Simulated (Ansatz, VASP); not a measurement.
# Mg3ZnS4: VASP beside Ansatz

```
CELL_PARAMETERS angstrom
3.70921 0.00037 -0.00005
0.00042 3.71177 -0.00023
0.00020 0.00065 10.31625
ATOMIC_POSITIONS crystal
Mg 0.00002 0.00696 0.75242
Mg 0.00004 0.00697 0.24758
Mg 0.50009 0.50670 0.50000
Zn 0.49967 0.43495 0.00000
S 0.00002 0.01472 0.00000
S 0.50005 0.51111 0.24571
S 0.00008 0.00748 0.50000
S 0.50003 0.51111 0.75428
```

Change from the starting cell: cell x1, atoms moved at random (sigma 0.05 Å) and cell strained at random (1.5 %), then relaxed without symmetry.

Alike in both runs: functional PBE; k mesh 4 × 4 × 2; occupations gaussian, width 0.1 eV; no spin polarisation.

Ansatz relaxed the structure, and its values are those at the end. VASP's run is a single point on that final structure, the one shown.

|  | VASP | Ansatz |
| --- | --- | --- |
| version | VASP 6.6.1 | Ansatz 0.2.0 |
| potentials or method | VASP PAW PBE potentials, release 64 (Mg, Zn, S), cutoff 520 eV | scalar-relativistic, plane waves, PAW |
| valence electrons in the cell | 42 | 66 |

```csv
,VASP,Ansatz,Ansatz less VASP
gap on the k mesh at the Fermi level (eV),1.33,1.34,+0.013
least direct gap on the mesh (eV),1.59,1.60,+0.011
pressure (GPa),-0.2,0.0,+0.19
rms of the force components (eV/Å),0.006,0.001,-0.0052
```

VASP's potentials hold 42 valence electrons a cell and Ansatz's 66, so a difference there can come from the potentials and not from the codes.

The k mesh is coarse, so the values compare programs but aren't converged.
